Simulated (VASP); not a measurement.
A run of VASP 6.6.1 is set up as follows.

The input INCAR:

```
SYSTEM = Ga
PREC = Accurate
ENCUT = 600
EDIFF = 1E-6
ISMEAR = 0
SIGMA = 0.1
LREAL = .FALSE.
LASPH = .TRUE.
NELM = 80
ALGO = Normal
ISIF = 3
LWAVE = .FALSE.
LCHARG = .FALSE.
GGA = PE
IBRION = 2
NSW = 90
EDIFFG = -0.04
```

KPOINTS

```
Automatic mesh
0
G
  6 6 8
  0 0 0
```

POSCAR

```
Ga
1.0
    2.8430202600      0.0000000000      0.0000000000
    0.0000000000      2.8430202600      0.0000000000
    0.0000000000      0.0000000000      2.1282275400
Ga
1
Direct
    0.0000000000      0.0000000000      0.0000000000
```

Potentials or basis: VASP PAW PBE potentials, release 64 (Ga_d).

Run with:

```console
$ cat potpaw_PBE.64/Ga_d/POTCAR > POTCAR
$ mpirun -np 1 vasp_std > vasp.out
```

Estimate the space group after relaxing (to 0.05 Å).

P4/mmm (No. 123).

Predict the relaxed volume.

20.33 Å³/atom.

What does it give for the relaxed cell?

a = 2.766 Å, b = 2.766 Å, c = 2.658 Å, α = 90.00°, β = 90.00°, γ = 90.00°.

Step by step:
| step | energy change (eV) | largest force (eV/Å) | pressure (GPa) | volume (Å³) |
| --- | --- | --- | --- | --- |
| 1 | 0.0000 | 0.0000 | 28.74 | 17.20 |
| 2 | -0.5661 | 0.0000 | -5.46 | 25.07 |
| 3 | -0.6480 | 0.0000 | -0.54 | 21.16 |
| 4 | -0.6462 | 0.0000 | -4.03 | 22.47 |
| 5 | -0.6553 | 0.0000 | -2.65 | 21.80 |
| 6 | -0.6744 | 0.0000 | -1.06 | 20.84 |
| 7 | -0.6763 | 0.0000 | -0.47 | 20.53 |
| 8 | -0.6763 | 0.0000 | -0.39 | 20.50 |
| 9 | -0.6767 | 0.0000 | 0.03 | 20.33 |

Caveat: the k points lie up to 0.38 Å⁻¹ apart in the final cell; the volume moved by over 15 % at a fixed basis, so the end points are rough.
